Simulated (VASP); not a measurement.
Write the native input for VASP 6.6.1 that does the following.

```yaml
Task: G0W0 quasiparticle levels
Functional: PBE
Potentials_or_basis: VASP PAW PBE potentials, release 64 (Ba_sv_GW, O_GW)
Cutoff: 500 eV
k_mesh: 4 × 4 × 4
Occupations: gaussian, width 0.01 eV
Spin: no spin polarisation
Dipole_correction: no
GW_scheme: G0W0
GW_iterations: 1
Cutoff_of_the_response_function: 60
Frequency_points: 48
Empty_bands: 30
Further_INCAR_settings: ALGO = EVGW0; EDIFF = 1e-08; NBANDS = 38
```

BaO:

```
CELL_PARAMETERS angstrom
0.00000 2.77194 2.77194
2.77194 0.00000 2.77194
2.77194 2.77194 0.00000
ATOMIC_POSITIONS crystal
Ba 0.00000 0.00000 0.00000
O 0.50000 0.50000 0.50000
```

These files were run (other wordings do the same):

POSCAR

```
BaO
1.0
    0.0000000000      2.7719426831      2.7719426831
    2.7719426831      0.0000000000      2.7719426831
    2.7719426831      2.7719426831      0.0000000000
Ba O
1 1
Direct
    0.0000000000      0.0000000000      0.0000000000
    0.5000000000      0.5000000000      0.5000000000
```

INCAR.step1

```
PREC = Accurate ; ENCUT = 500
EDIFF = 1E-8 ; ISMEAR = 0
SIGMA = 0.01 ; LREAL = False
LASPH = True ; NELM = 60
ALGO = Normal ; LWAVE = True
LCHARG = False ; GGA = PE
```

INCAR.step2

```
PREC = Accurate ; ENCUT = 500
EDIFF = 1E-8 ; ISMEAR = 0
SIGMA = 0.01 ; LREAL = False
LASPH = True ; NELM = 1
ALGO = Exact ; LWAVE = True
LCHARG = False ; GGA = PE
NBANDS = 38 ; LOPTICS = True
ISTART = 1
```

INCAR.step3

```
PREC = Accurate ; ENCUT = 500
EDIFF = 1E-8 ; ISMEAR = 0
SIGMA = 0.01 ; LREAL = False
LASPH = True ; ALGO = EVGW0
LWAVE = False ; LCHARG = False
GGA = PE ; NELMGW = 1
NBANDS = 38 ; ENCUTGW = 60.0
NOMEGA = 48 ; PRECFOCK = Fast
ISTART = 1 ; NBANDSGW = 16
```

KPOINTS

```
Automatic mesh
0
Gamma
  4 4 4
```

Potentials or basis: VASP PAW PBE potentials, release 64 (Ba_sv_GW, O_GW).

Launch:

```sh
$ cat potpaw_PBE.64/Ba_sv_GW/POTCAR potpaw_PBE.64/O_GW/POTCAR > POTCAR
$ cp INCAR.step1 INCAR
$ mpirun -np 1 vasp_std > vasp.out
$ cp INCAR.step2 INCAR
$ mpirun -np 1 vasp_std > vasp.out
$ cp INCAR.step3 INCAR
$ mpirun -np 1 vasp_std > vasp.out
```

Results of the run:

```yaml
Band_gap_on_the_k_mesh_mean-field_level: 2.05 eV, direct
Quasiparticle_gap: 3.12 eV
Least_direct_quasiparticle_gap: 3.12 eV
```

Caveat: the k points lie up to 0.49 Å⁻¹ apart; bands, screening cutoff and mesh are small and nothing is extrapolated, so the quasiparticle values aren't converged; spin-orbit coupling is left out, which moves the levels of the heavy elements.

Wall time 66 s on 1 thread of Intel Xeon 6975P-C, on a shared host, peak memory 0.4 GiB.
